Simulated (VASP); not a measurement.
## Ti3AlB3: relaxation of cell and atoms with PBE

The system is Ti3AlB3.

```xyz
14
Lattice="3.0000 0.0000 0.0000 -1.5000 2.5981 0.0000 0.0000 0.0000 21.3000" Properties=species:S:1:pos:R:3 pbc="T T T"
Ti    1.5000    0.8660    9.4785
Ti    0.0000    1.7321   11.8215
Ti    0.0000    0.0000    1.5975
Ti    0.0000    0.0000   19.7025
Ti    0.0000    0.0000   16.5075
Ti    0.0000    0.0000    4.7925
Al    1.5000    0.8660   14.1645
Al    0.0000    1.7321    7.1355
B     1.5000    0.8660   18.1050
B     0.0000    1.7321   18.1050
B     0.0000    1.7321    0.0000
B     1.5000    0.8660    0.0000
B     0.0000    1.7321    3.1950
B     1.5000    0.8660    3.1950
```

```yaml
Program: VASP 6.6.1
Task: relaxation of cell and atoms
Functional: PBE
Potentials_or_basis: VASP PAW PBE potentials, release 64 (Ti_sv, Al, B)
Cutoff: 600 eV
k_mesh: 6 × 6 × 1
Occupations: gaussian, width 0.2 eV
Spin: no spin polarisation
Dipole_correction: no
Further_INCAR_settings: ALGO = Normal; EDIFF = 1e-06; IBRION = 2; EDIFFG = -0.08; NSW = 36; ISIF = 3
```

- Relaxed volume: 11.81 Å³/atom
- Relaxed cell: a = 3.011 Å, b = 3.011 Å, c = 21.055 Å, α = 90.00°, β = 90.00°, γ = 120.00°
- Space group after relaxing (to 0.1 Å): P-3m1 (No. 164)
- Energy gained by relaxing: 7.1 meV/atom
- Ionic steps: 11
- Pressure after relaxing: 0.1 GPa
- Largest force after relaxing: 0.071 eV/Å
- Band gap on the k mesh: zero (bands 48 and 49 overlap by 1.28 eV)

Forces on the atoms (eV/Å):
```
Ti   0.000  0.000  0.071
Ti   0.000  0.000 -0.071
Ti   0.000  0.000 -0.004
Ti   0.000  0.000  0.004
Ti   0.000  0.000 -0.002
Ti   0.000  0.000  0.002
Al   0.000  0.000 -0.054
Al   0.000  0.000  0.054
B    0.000  0.000  0.017
B    0.000  0.000 -0.005
B    0.000  0.000 -0.002
B    0.000  0.000  0.002
B    0.000  0.000 -0.017
B    0.000  0.000  0.005
```

Stress tensor (GPa, compression positive):
```
0.13 0.00 0.00
0.00 0.13 0.00
0.00 0.00 0.04
```

The path:
| step | energy change (eV) | largest force (eV/Å) | pressure (GPa) | volume (Å³) |
| --- | --- | --- | --- | --- |
| 1 | 0.0000 | 0.5172 | 0.16 | 166.02 |
| 2 | -0.0523 | 0.2653 | -0.08 | 166.30 |
| 3 | -0.0600 | 0.2737 | -0.18 | 166.45 |
| 4 | -0.0728 | 0.1922 | -0.01 | 166.16 |
| 5 | -0.0771 | 0.1868 | 0.24 | 165.85 |
| 6 | -0.0866 | 0.1449 | -0.36 | 166.22 |
| 7 | -0.0902 | 0.1320 | -1.01 | 166.62 |
| 8 | -0.0956 | 0.1032 | -0.50 | 166.02 |
| 9 | -0.0980 | 0.0875 | 0.11 | 165.32 |
| 10 | -0.0980 | 0.0905 | 0.12 | 165.28 |
| 11 | -0.0988 | 0.0707 | 0.10 | 165.32 |

Final structure:
```xyz
14
Lattice="3.0111 0.0000 0.0000 -1.5055 2.6077 0.0000 0.0000 0.0000 21.0551" Properties=species:S:1:pos:R:3 pbc="T T T"
Ti    1.5055    0.8692    9.4177
Ti    0.0000    1.7384   11.6374
Ti    3.0111    0.0000    1.6237
Ti    0.0000    0.0000   19.4314
Ti    0.0000    0.0000   16.2596
Ti   -1.5055    2.6077    4.7955
Al    1.5055    0.8692   13.9798
Al    0.0000    1.7384    7.0753
B     1.5055    0.8692   17.8158
B     0.0000    1.7384   17.8032
B     0.0000    1.7384   21.0519
B     1.5055    0.8692    0.0032
B     0.0000    1.7384    3.2393
B     1.5055    0.8692    3.2519
```

Levels at points of the mesh, in eV from the Fermi level:
```csv
k point,band 45,band 46,band 47,band 48,band 49,band 50,band 51,band 52
"(0.00, 0.00, 0.00)",0.29,0.29,0.60,0.60,0.75,0.75,0.78,0.78
"(0.50, 0.00, 0.00)",-1.80,-1.72,-1.20,-0.50,-0.03,0.58,0.71,0.83
```

Wall time 11 min on 1 thread of Intel(R) Xeon(R) Platinum 8488C (Sapphire Rapids) (shared host), peak memory 0.36 GiB.

Caveat: the k points lie up to 0.40 Å⁻¹ apart in the final cell, too coarse for converged energies and pressures of a metal; the relaxation stopped at a loose force limit of 0.08 eV/Å, so its end isn't a converged minimum.
